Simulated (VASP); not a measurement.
# H22CO11 in VASP: notebook, part 2 of 2

VASP 6.6.1. Earlier steps stand in the parts before.

## Step 4: Single point, PBE

INCAR reads:

```
SYSTEM = H22CO11
PREC = Accurate
ENCUT = 520
EDIFF = 1E-6
ISMEAR = -1
SIGMA = 0.05
LREAL = Auto
LASPH = .True.
NELM = 80
ALGO = Normal
ISIF = 2
LWAVE = .False.
LCHARG = .False.
GGA = PE
NBANDS = 69
```

KPOINTS reads:

```
regular mesh
0
Gamma
  1 1 1
  0 0 0
```

POSCAR reads:

```
H22CO11
1.0
    7.1203670000      0.0000000000      0.0000000000
    0.0000000000      7.1203670000      0.0000000000
    0.0000000000      0.0000000000      7.1203670000
O H C
11 22 1
Direct
    0.4661417031      0.5430478513      0.9923505347
    0.7084887619      0.2504365295      0.5397053270
    0.1308359527      0.3097874028      0.9035770207
    0.5325849075      0.9158657131      0.4674899482
    0.2851117084      1.0156639398      0.1512422042
    0.9493611776      0.7271254417      0.1736006023
    0.9866204930      0.9988108759      0.4488251799
    0.6248694765      0.1963662828      0.9166662336
    0.5916689407      0.5515446044      0.3451367043
    0.2431616236      0.5077266382      0.5647180826
    0.9517206065      0.7511831904      0.7762802114
    0.4971513407      0.4064678127      0.9681804323
    0.3344490530      0.5602098881      0.9620992851
    0.6558931583      0.3239299323      0.4362977358
    0.8407291366      0.2188510789      0.5263633181
    0.1582783584      0.2918950666      0.7718141495
    0.2001441780      0.2046523726      0.9656243842
    0.6275238341      1.0187115355      0.4772085484
    0.4395279064      0.9498246368      0.3718207222
    0.2633993444      0.8836061400      0.1093482962
    0.1655111317      1.0268150504      0.2254799507
    0.8999255235      0.7470682340      0.0492671235
    0.8747301930      0.6164569888      0.2205223411
    0.9128883385      0.9339265799      0.3616807954
    1.0705066185      0.9067931470      0.4980782592
    0.6655134490      0.1983746063      0.7839343113
    0.7425459952      0.1993436574      0.9842329756
    0.5249448519      0.5259279473      0.2330638294
    0.5597604730      0.6882089083      0.3668631125
    0.3107424098      0.5720070328      0.6655696258
    0.3388308496      0.4910701934      0.4721666734
    0.8133007751      0.5950114650      0.5854333070
    0.8136097479      0.5438624161      0.8519504683
    0.8538885706      0.6188866388      0.7266338940
```

Command:

```console
$ cat potpaw_PBE.64/O/POTCAR potpaw_PBE.64/H/POTCAR potpaw_PBE.64/C/POTCAR > POTCAR
$ mpirun -np 1 vasp_gam > vasp.out
```

Wall time 69 s (1 thread of AMD EPYC 7R13, shared host); peak memory 0.34 GiB.

Results (log left out):

```yaml
Free_energy: -167.1935 eV
Pressure: 1.7 GPa
Largest_force: 2.765 eV/Å
Band_gap_on_the_k_mesh: 3.57 eV
```

Forces on the atoms (eV/Å):
```
O    0.333 -0.429 -0.010
O   -0.223 -0.681  0.618
O    0.194 -0.689  0.765
O    0.170 -0.541 -0.079
O   -1.320 -1.172  0.385
O   -0.551 -1.181  1.218
O    0.972  2.323  0.798
O   -0.047  0.010 -0.116
O    0.437  0.807  1.537
O   -0.777  0.171  0.905
O    0.699  1.143 -0.679
H   -0.135  0.578 -0.232
H   -0.324 -0.490  0.094
H    0.453  0.596  0.162
H    0.229 -0.036 -0.570
H    0.111  0.199 -0.559
H   -0.358  0.455 -0.139
H   -0.796 -0.138  0.015
H    0.172  0.540 -0.155
H    0.456  0.816 -0.110
H    0.654  0.365 -0.019
H    0.059  0.263 -0.982
H    0.573  1.089 -0.237
H   -1.238 -1.492 -1.678
H    0.482 -0.747  0.747
H   -0.366  0.172 -0.016
H    0.295 -0.044  0.207
H   -0.845 -0.258 -2.269
H    0.649 -0.375  0.528
H   -0.136 -0.067 -0.145
H    0.907 -0.142 -0.802
H   -0.394 -0.488 -1.338
H   -1.088 -1.662 -0.261
C    0.751  1.106  2.421
```

Stress tensor (GPa, compression positive):
```
0.97 0.70 0.80
0.70 0.38 0.25
0.80 0.25 3.65
```

Levels at points of the mesh, in eV from the valence-band top:
```
           k point  band 42  band 43  band 44  band 45  band 46  band 47  band 48  band 49  band 50  band 51
(0.00, 0.00, 0.00)    -1.27    -1.10    -0.99    -0.81     0.00     3.57     3.88     6.34     6.75     6.96
```

Caveat: the k points lie up to 0.88 Å⁻¹ apart, too coarse for converged energies, forces and pressures; the atoms stand as in a frame of molecular dynamics.

## Step 5: Single point, PBE

INCAR reads:

```
SYSTEM = H22CO11
ALGO = Normal
EDIFF = 1E-7
ENCUT = 520
GGA = PE
ISIF = 2
ISMEAR = -1
LASPH = .TRUE.
LCHARG = .TRUE.
LELF = .TRUE.
LREAL = Auto
LVHAR = .TRUE.
LWAVE = .FALSE.
NBANDS = 69
NELM = 60
PREC = Accurate
SIGMA = 0.05
```

KPOINTS reads:

```
k-points
0
G
  1 1 1
  0 0 0
```

POSCAR reads:

```
H22CO11
1.0
    7.1203670000      0.0000000000      0.0000000000
    0.0000000000      7.1203670000      0.0000000000
    0.0000000000      0.0000000000      7.1203670000
O H C
11 22 1
Direct
    0.4620407909      0.5435815317      0.9842189314
    0.7019862881      0.2484422502      0.5516850466
    0.1280692414      0.3112339575      0.8939145974
    0.5468117023      0.9034084900      0.4651726519
    0.2741431727      1.0271099790      0.1539386945
    0.9549226887      0.7343020381      0.1658762814
    0.9948925385      1.0018865601      0.4546113985
    0.6338437331      0.2024052974      0.9268904257
    0.5888741409      0.5426124805      0.3422155066
    0.2516724208      0.4967019256      0.5706166550
    0.9394880910      0.7554526333      0.7807041407
    0.5094962100      0.4119029258      0.9490241163
    0.3281010656      0.5355482379      0.9658490918
    0.6645584420      0.3483528307      0.4691050335
    0.8206037694      0.2096942475      0.5069822946
    0.1727017723      0.3172308394      0.7569694090
    0.2210419772      0.2260698079      0.9533216476
    0.6276783205      1.0024202404      0.4922077752
    0.4493588603      0.9619588429      0.3794607778
    0.2669244436      0.9190256626      0.0772291653
    0.1454419414      1.0222506789      0.1946388438
    0.9266235856      0.7641319612      0.0230606091
    0.8694776547      0.6318213654      0.2124469146
    0.9519312698      0.9122563486      0.3496729874
    1.0905477204      0.9502178750      0.5359555203
    0.6729568855      0.2309010196      0.7938635747
    0.7552279258      0.1991049057      0.9850054077
    0.5565162582      0.5600413574      0.2083740908
    0.5703076822      0.6654151394      0.4044594892
    0.3281010656      0.5620215924      0.6624237206
    0.3391679109      0.4872782541      0.4631362400
    0.8315863494      0.6061344872      0.5810374662
    0.7569974975      0.5563196391      0.8330609925
    0.8452092427      0.6286333275      0.7293022958
```

Command:

```console
$ cat potpaw_PBE.64/O/POTCAR potpaw_PBE.64/H/POTCAR potpaw_PBE.64/C/POTCAR > POTCAR
$ mpirun -np 1 vasp_gam > vasp.out
```

Run time: 70 s. Hardware: 1 thread of AMD EPYC 7R13, shared host; peak memory 0.34 GiB.

It converged, with:

```yaml
Free_energy: -167.5012 eV
Pressure: 1.4 GPa
Largest_force: 4.234 eV/Å
Band_gap_on_the_k_mesh: 3.89 eV
```

Forces on the atoms (eV/Å):
```
O    1.010 -0.757 -0.505
O   -0.966 -0.281  1.238
O    0.973 -0.270 -1.442
O   -2.971 -1.753 -1.498
O    0.378  0.875  0.295
O   -0.902 -0.020 -1.092
O   -1.018  0.269 -1.444
O   -0.199  0.476 -1.149
O    0.170 -0.211  0.252
O    0.163 -0.192 -0.439
O    2.523  2.932  1.721
H   -0.169  0.801  0.571
H   -0.821 -0.255  0.195
H   -0.668  1.102 -0.770
H    1.995 -0.901 -0.385
H   -0.607  0.182  1.446
H   -0.510  0.121  0.072
H    1.603  2.109  0.748
H    0.867 -0.649  0.620
H    0.753 -1.455 -1.191
H   -0.748  0.605  1.068
H    0.318 -0.791  1.815
H    0.603  1.023 -0.667
H    0.876  0.220  1.349
H   -0.100 -0.565 -0.170
H   -0.483 -0.418  0.166
H    0.654 -0.054  0.695
H   -0.478 -0.080 -0.256
H    0.222  0.497 -0.223
H    0.078  0.240  0.281
H   -0.213 -0.103  0.126
H   -0.086 -0.720 -1.140
H   -0.144 -0.641 -0.169
C   -2.101 -1.340 -0.122
```

Stress tensor (GPa, compression positive):
```
 2.25  1.41  0.26
 1.41  2.27  1.43
 0.26  1.43 -0.42
```

Levels at points of the mesh, in eV from the valence-band top:
| k point | band 44 | band 45 | band 46 | band 47 | band 48 | band 49 |
| --- | --- | --- | --- | --- | --- | --- |
| (0.00, 0.00, 0.00) | -0.48 | -0.39 | 0.00 | 3.89 | 4.43 | 6.91 |

Caveat: the k points lie up to 0.88 Å⁻¹ apart, too coarse for converged energies, forces and pressures; the atoms stand as in a frame of molecular dynamics.

## Step 6: The runs side by side

```csv
cell,gap on the mesh (eV),pressure (GPa),largest force (eV/Å)
"as given, atomic positions A",3.81,-0.5,3.11
"as given, atomic positions B",3.75,0.2,3.10
"as given, atomic positions C",3.57,1.7,2.76
"as given, atomic positions D",3.89,1.4,4.23
```

Alike in all rows: task single point; level PBE; potentials or basis VASP PAW PBE potentials, release 64 (O, H, C); no spin polarisation; k mesh 1 × 1 × 1; cutoff (eV) 520; smearing fermi-dirac 0.05 eV.

Caveats: all runs use coarse meshes; the atoms stand as in a frame of molecular dynamics (at least some runs).

Total energies depend on the potentials used, so only differences within one code and one set of settings carry meaning.
